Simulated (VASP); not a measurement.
# W (Fm-3m) in VASP: notebook

The runs below take W through single point, with PBE.

All numbers are computed with VASP 6.6.1; they aren't measurements. Logs are shortened: lines on timing, memory, paths and dates and some standing lists are left out, and cuts for length are marked.

**1. The cell of the first run**

Symmetry: Fm-3m, No. 225, cubic system. Conventional cell: a = 3.981 Å, b = 3.981 Å, c = 3.981 Å, α = 90.00°, β = 90.00°, γ = 90.00°. W (site symmetry m-3m) has 12 W at 2.82 Å within 3.7 Å.

**2. Single point, PBE**

INCAR reads:

```
SYSTEM = W
  ALGO = Normal
  EDIFF = 1E-6
  ENCUT = 520
  GGA = PE
  ISIF = 2
  ISMEAR = 0
  LASPH = .True.
  LCHARG = .False.
  LREAL = .False.
  LWAVE = .False.
  NBANDS = 13
  NELM = 100
  PREC = Accurate
  SIGMA = 0.05
```

KPOINTS reads:

```
k-points
0
Gamma
  8 8 8
  0 0 0
```

POSCAR reads:

```
W
1.0
    0.0000000000      1.9906732401      1.9906732401
    1.9906732401      0.0000000000      1.9906732401
    1.9906732401      1.9906732401      0.0000000000
W
1
Direct
    0.0000000000      0.0000000000      0.0000000000
```

Potentials or basis: VASP PAW PBE potentials, release 64 (W_sv).

Launch:

```
cat potpaw_PBE.64/W_sv/POTCAR > POTCAR
mpirun -np 1 vasp_std > vasp.out
```

OUTCAR:

```text
SYSTEM = W
   EDIFF = 1E-6
   ENCUT = 520
   GGA = PE
   ISIF = 2
   ISMEAR = 0
   LASPH = .True.
   LREAL = .False.
   NELM = 100
   PREC = Accurate

 ion  position               nearest neighbor table
   1  0.000  0.000  0.000-

  LATTYP: Found a face centered cubic cell.
 ALAT       =     3.9813464802

  Lattice vectors:

 A1 = (   0.0000000000,   1.9906732401,   1.9906732401)
 A2 = (   1.9906732401,   0.0000000000,   1.9906732401)
 A3 = (   1.9906732401,   1.9906732401,   0.0000000000)

Analysis of symmetry for initial positions (statically):
=====================================================================
 Subroutine PRICEL returns:
 Original cell was already a primitive cell.

 Routine SETGRP: Setting up the symmetry group for a
 face centered cubic supercell.

 Subroutine GETGRP returns: Found 48 space group operations
 (whereof 48 operations were pure point group operations)
 out of a pool of 48 trial point group operations.

The static configuration has the point symmetry O_h .

Analysis of symmetry for dynamics (positions and initial velocities):
=====================================================================
 Subroutine PRICEL returns:
 Original cell was already a primitive cell.

 Routine SETGRP: Setting up the symmetry group for a
 face centered cubic supercell.

 Subroutine GETGRP returns: Found 48 space group operations
 (whereof 48 operations were pure point group operations)
 out of a pool of 48 trial point group operations.

The dynamic configuration has the point symmetry O_h .

 Subroutine INISYM returns: Found 48 space group operations
 (whereof 48 operations are pure point group operations),
 and found     1 'primitive' translations

----------------------------------------------------------------------------------------

                                     Primitive cell

  volume of cell :      15.7772

  direct lattice vectors                    reciprocal lattice vectors
     0.000000000  1.990673240  1.990673240    -0.251171307  0.251171307  0.251171307
     1.990673240  0.000000000  1.990673240     0.251171307 -0.251171307  0.251171307
     1.990673240  1.990673240  0.000000000     0.251171307  0.251171307 -0.251171307

  length of vectors
     2.815237094  2.815237094  2.815237094     0.435041466  0.435041466  0.435041466

  position of ions in fractional coordinates (direct lattice)
     0.000000000  0.000000000  0.000000000

  ion indices of the primitive-cell ions
   primitive index   ion index
                 1           1

----------------------------------------------------------------------------------------

 KPOINTS: k-points

Automatic generation of k-mesh.
 Grid dimensions read from file:
 generate k-points for:    8    8    8

 Generating k-lattice:

  Cartesian coordinates                     Fractional coordinates (reciprocal lattice)
    -0.031396413  0.031396413  0.031396413     0.125000000  0.000000000  0.000000000
     0.031396413 -0.031396413  0.031396413     0.000000000  0.125000000  0.000000000
     0.031396413  0.031396413 -0.031396413     0.000000000  0.000000000  0.125000000

  Length of vectors
     0.054380183  0.054380183  0.054380183

  Shift w.r.t. Gamma in fractional coordinates (k-lattice)
     0.000000000  0.000000000  0.000000000

 Subroutine IBZKPT returns following result:
 ===========================================

 Found     29 irreducible k-points:

 Following reciprocal coordinates:
            Coordinates               Weight
  0.000000  0.000000  0.000000      1.000000
  0.125000  0.000000  0.000000      8.000000
  0.250000  0.000000  0.000000      8.000000
  0.375000  0.000000  0.000000      8.000000
  0.500000  0.000000  0.000000      4.000000
  0.125000  0.125000  0.000000      6.000000
[... 16 lines left out ...]
  0.500000  0.250000  0.125000     48.000000
 -0.375000  0.250000  0.125000     24.000000
 [... further k-points ...]
   k-points           NKPTS =     29   k-points in BZ     NKDIM =     29   number of bands    NBANDS=     13
   number of dos      NEDOS =    301   number of ions     NIONS =      1
   total plane-waves  NPLWV =  13824
   dimension x,y,z NGX =    24 NGY =   24 NGZ =   24
   dimension x,y,z NGXF=    48 NGYF=   48 NGZF=   48
   ions per type =               1
   NGX,Y,Z   is equivalent  to a cutoff of  14.17, 14.17, 14.17 a.u.
   NGXF,Y,Z  is equivalent  to a cutoff of  28.35, 28.35, 28.35 a.u.
 SYSTEM =  W
   PREC   = accura    normal or accurate (medium, high low for compatibility)
   ISTART =      0    job   : 0-new  1-cont  2-samecut
   ICHARG =      2    charge: 1-file 2-atom 10-const
   ISPIN  =      1    spin polarized calculation?
   LNONCOLLINEAR =      F non collinear calculations
   LSORBIT =      F    spin-orbit coupling
   LASPH  =      T    aspherical Exc in radial PAW
   ENCUT  =  520.0 eV  38.22 Ry    6.18 a.u.   5.23  5.23  5.23*2*pi/ulx,y,z
   NELM   =    100;   NELMIN=  2; NELMDL= -5     # of ELM steps
   EDIFF  = 0.1E-05   stopping-criterion for ELM
   LREAL  =      F    real-space projection
   EDIFFG = 0.1E-04   stopping-criterion for IOM
   NSW    =      0    number of steps for IOM
   IBRION =     -1    ionic relax: 0-MD 1-quasi-New 2-CG
   NFREE  =      0    steps in history (QN), initial steepest desc. (CG)
   ISIF   =      2    stress and relaxation
   ISYM   =      2    0-nonsym 1-usesym 2-fastsym
   POTIM  = 0.5000    time-step for ionic-motion
   TEBEG  =    0.0;   TEEND  =   0.0 temperature during run
   PSTRESS=    0.0 pullay stress
   NELECT =      14.0000    total number of electrons
   NUPDOWN=      -1.0000    fix difference up-down
   EMIN   =  10.00;   EMAX   =-10.00  energy-range for DOS
   EFERMI =   0.00;   METHOD = LEGACY
   ISMEAR =     0;   SIGMA  =   0.05  broadening in eV -4-tet -1-fermi 0-gaus
   EFERMI_NEDOS =   21; number of points for ismear=-14 and -15
   IALGO  =     38    algorithm
   IMIX   =      4    mixing-type and parameters
     AMIX     =   0.40;   BMIX     =  1.00
     AMIX_MAG =   1.60;   BMIX_MAG =  1.00
  volume/ion in A,a.u.               =      15.78       106.47
  Fermi-wavevector in a.u.,A,eV,Ry     =   1.573165  2.972850 33.672341  2.474847
  Thomas-Fermi vector in A             =   2.674490
   LORBIT       =      0    0 simple, 1 ext, 2 COOP (PROOUT), +10 PAW based schemes
   GGA     = PE    functional components
   LHFCALC =     F    Hartree Fock is set to
   AEXX    =    0.0000 exact exchange contribution
   IVDW    =     0    specifies the selected vdW correction
   LEPSILON=     F    determine dielectric tensor
   LRPA    =     F    only Hartree local field effects (RPA)
 non-spin polarized calculation
 Gauss-broadening in eV      SIGMA  =   0.05
  energy-cutoff  :      520.00
  volume of cell :       15.78
 maximum number of plane-waves:       444
 NGX is ok and might be reduce to    24
   NGX = 11   NGY = 11   NGZ = 11

 number of electron      13.9999999 magnetization

 Free energy of the ion-electron system (eV)
  ---------------------------------------------------
  ext. energy  EPLUGINS =         0.00000000
  ---------------------------------------------------
  free energy    TOTEN  =       -12.45152022 eV

  energy without entropy =      -12.44842217  energy(sigma->0) =      -12.44997120

 E-fermi :  10.9325     XC(G=0): -13.6604

 val. band max:       10.9204272989   @ k =   0.2500   0.1250   0.0000
 cond. band min:      10.9532504097   @ k =  -0.3750   0.3750   0.0000
 fundamental gap:      0.0328231108
 Fermi energy:        10.9325028733

 k-point     1 :       0.0000    0.0000    0.0000
  band No.  band energies     occupation
      1     -62.5830      2.00000
      2     -26.1578      2.00000
      3     -26.1578      2.00000
      4     -26.1578      2.00000
      5       1.8424      2.00000
      6      10.4190      2.00000
      7      10.4190      2.00000
      8      10.4190      2.00000
      9      13.7263      0.00000
     10      13.7263      0.00000
     11      23.8645      0.00000
     12      29.2940      0.00000
     13      29.2940      0.00000

 k-point     2 :       0.1250    0.0000    0.0000
  band No.  band energies     occupation
      1     -62.5646      2.00000
      2     -26.3623      2.00000
      3     -26.1837      2.00000
      4     -26.1837      2.00000
      5       2.5369      2.00000
      6       9.9291      2.00000
      7      10.7141      2.00000
      8      10.7141      2.00000
      9      13.4811      0.00000
     10      13.4811      0.00000
     11      25.1569      0.00000
     12      27.2152      0.00000
     13      30.6093      0.00000

 k-point     3 :       0.2500    0.0000    0.0000
  band No.  band energies     occupation
      1     -62.5199      2.00000
      2     -26.8359      2.00000
      3     -26.2457      2.00000
      4     -26.2457      2.00000
      5       4.1337      2.00000
      6       9.3965      2.00000
      7      10.8774      1.88083
      8      10.8774      1.88082
      9      13.8037      0.00000
     10      13.8037      0.00000
     11      24.2176      0.00000
     12      28.2574      0.00000
     13      34.0204      0.00000
[... 305 lines left out ...]
 k-point    23 :       0.5000    0.2500    0.1250
  band No.  band energies     occupation
      1     -62.4502      2.00000
      2     -27.1858      2.00000
      3     -26.6361      2.00000
      4     -26.4022      2.00000
      5       6.6952      2.00000
      6       8.5805      2.00000
      7       9.2286      2.00000
      8      12.0946      0.00000
      9      14.7338      0.00000
     10      17.9094      0.00000
     11      23.2838      0.00000
     12      27.5182      0.00000
     13      28.2821      0.00000

 k-point    24 :      -0.3750    0.2500    0.1250
  band No.  band energies     occupation
      1     -62.4351      2.00000
      2     -27.2879      2.00000
      3     -26.6815      2.00000
      4     -26.4427      2.00000
      5       6.8658      2.00000
      6       8.3337      2.00000
      7      10.1312      2.00000
      8      11.7467      0.00000
      9      15.7893      0.00000
     10      19.2672      0.00000
     11      20.7111      0.00000
     12      27.0124      0.00000
     13      28.6428      0.00000

 [... further k-points ...]
[... 5 lines left out ...]
  --------------------------------------------------------------------------------------
  -------------------------------------------------------------------------------------
  Total        1.3860288      1.3860288      1.3860288     -0.0000000      0.0000000      0.0000000
  in kB      140.7514580    140.7514580    140.7514580     -0.0000000      0.0000000      0.0000000
  external PRESSURE =     140.7514580 kB  Pullay stress =       0.0000000 kB

 VOLUME and BASIS-vectors are now :
 -----------------------------------------------------------------------------
  energy-cutoff  :      520.00
  volume of cell :       15.78
      direct lattice vectors                 reciprocal lattice vectors
     0.000000000  1.990673240  1.990673240    -0.251171307  0.251171307  0.251171307
     1.990673240  0.000000000  1.990673240     0.251171307 -0.251171307  0.251171307
     1.990673240  1.990673240  0.000000000     0.251171307  0.251171307 -0.251171307

 POSITION                                       TOTAL-FORCE (eV/Angst)
 -----------------------------------------------------------------------------------
      0.00000      0.00000      0.00000         0.000000      0.000000      0.000000
 -----------------------------------------------------------------------------------
    total drift:                               -0.000000      0.000000      0.000000

  FREE ENERGIE OF THE ION-ELECTRON SYSTEM (eV)
  ---------------------------------------------------
  free  energy   TOTEN  =       -12.4515202186 eV

  energy  without entropy=      -12.4484221715  energy(sigma->0) =      -12.44997120
```

Run time: 2.6 s. Hardware: 1 thread of Intel Xeon 6975P-C (Granite Rapids), shared host; peak memory 0.13 GiB.

Results:

| Quantity | Value |
| --- | --- |
| Free energy | -12.4515 eV |
| Pressure | 14.1 GPa |
| Band gap on the k mesh | zero (band 7 reaches 14.31 eV, above the bottom of band 8 at 10.42 eV) |

Caveat: spin-orbit coupling is left out, which moves the levels of the heavy elements.

**3. Single point, PBE, non-collinear spin, zero start, spin-orbit coupling**

This run uses another cell than the first one, of 16.49 Å³/atom, 1.045 times its volume.

INCAR reads:

```
SYSTEM = W
PREC     = Accurate       ! precision mode
ENCUT    = 520            ! plane-wave cutoff, eV
EDIFF    = 1E-6           ! SCF threshold, eV
ISMEAR   = 0              ! smearing method
SIGMA    = 0.05           ! smearing width, eV
LREAL    = .FALSE.        ! projectors in reciprocal space
LASPH    = .TRUE.         ! aspherical terms in the spheres
NELM     = 150            ! most SCF steps
ALGO     = Normal         ! electronic algorithm
ISIF     = 2              ! what is computed and relaxed
LWAVE    = .FALSE.        ! write WAVECAR
LCHARG   = .FALSE.        ! write CHGCAR
MAGMOM   = 0 0 0          ! initial moments
LORBIT   = 11             ! projections on sites
LSORBIT  = .TRUE.         ! spin-orbit coupling
GGA_COMPAT= .FALSE.      
LORBMOM  = .TRUE.       
LMAXMIX  = 4              ! l up to which the mixer works
GGA      = PE             ! functional
NBANDS   = 25             ! bands
```

KPOINTS reads:

```
Automatic mesh
0
G
  18 18 18
  0 0 0
```

POSCAR reads:

```
W
1.0
    0.0000000000      2.0201938004      2.0201938004
    2.0201938004      0.0000000000      2.0201938004
    2.0201938004      2.0201938004      0.0000000000
W
1
Direct
    0.0000000000      0.0000000000      0.0000000000
```

Potentials or basis: VASP PAW PBE potentials, release 64 (W_sv).

Launch:

```
cat potpaw_PBE.64/W_sv/POTCAR > POTCAR
mpirun -np 1 vasp_ncl > vasp.out
```

It took 59 s on 1 thread of Intel Xeon 6975P-C (Granite Rapids), shared host; peak memory 0.27 GiB.

The run converged. Its results:

- Free energy: -13.3401 eV
- Pressure: 1.0 GPa
- Net moment: 0.00 μB per cell
- Valence electrons inside the program's atomic spheres: W 12.03

Moments on the atoms (μB; x, y, z):
```
W   0.00 0.00 0.00
```

(Continued in part 2 of 2.)
